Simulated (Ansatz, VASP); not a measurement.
GaP in VASP and in Ansatz

```
Ga P
1.0
     0.00341    2.72525    2.72525
     2.72525    0.00341    2.72525
     2.72866    2.72866    0.00000
Ga P
1 1
Direct
  0.00000 0.00000 0.00000
  0.75000 0.75000 0.75000
```

Change from the starting cell: strain +0.0025 x Voigt [0, 0, 0, 0, 0, 1], atoms carried along.

Alike in both runs: task single point; functional PBE; k mesh 8 × 8 × 8; occupations gaussian, width 0.05 eV; no spin polarisation.

|  | VASP | Ansatz |
| --- | --- | --- |
| version | VASP 6.6.1 | Ansatz 0.2.0 |
| potentials or method | VASP PAW PBE potentials, release 64 (Ga_d, P), cutoff 520 eV | scalar-relativistic, plane waves, PAW |
| valence electrons in the cell | 18 | 18 |

|  | VASP | Ansatz | Ansatz less VASP |
| --- | --- | --- | --- |
| gap on the k mesh at the Fermi level (eV) | 1.64 | 1.64 | 0.000 |
| least direct gap on the mesh (eV) | 1.82 | 1.82 | +0.002 |
| pressure (GPa) | 2.4 | 2.5 | +0.08 |
| traceless stress, the component that is largest in VASP (GPa) | -0.23 | -0.23 | -0.002 |
| rms of the force components (eV/Å) | 0.011 | 0.011 | +0.0002 |

Atom by atom the forces differ by 0.000 eV/Å (rms over components). The functional is the same, so the differences come from potentials, cutoffs and numerics.
